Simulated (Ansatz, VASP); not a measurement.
**LiCl: VASP beside Ansatz**

```xyz
4
Lattice="4.1876 0.0000 0.0000 -2.0938 3.6266 0.0000 0.0000 0.0000 5.2870" Properties=species:S:1:pos:R:3 pbc="T T T"
Li    0.0000    2.4177    1.3218
Li    2.0938    1.2089    3.9653
Cl    2.0938    1.2089    1.3218
Cl    0.0000    2.4177    3.9653
```

Alike in both runs: task single point; functional PBE; k mesh 6 × 6 × 4; no spin polarisation.

|  | VASP | Ansatz |
| --- | --- | --- |
| version | VASP 6.6.1 | Ansatz 0.2.0 |
| potentials or method | VASP PAW PBE potentials, release 64 (Li_sv, Cl) | plane waves, PAW |
| plane-wave cutoff (eV) | 520 | 420 |
| occupations | gaussian, width 0.01 eV | fixed |
| valence electrons in the cell | 20 | 20 |

```tsv
	VASP	Ansatz	Ansatz less VASP
gap on the k mesh at the Fermi level (eV)	5.58	5.58	-0.007
```

Noted on VASP's run: the cutoff is short for stress, so the pressure is rough.
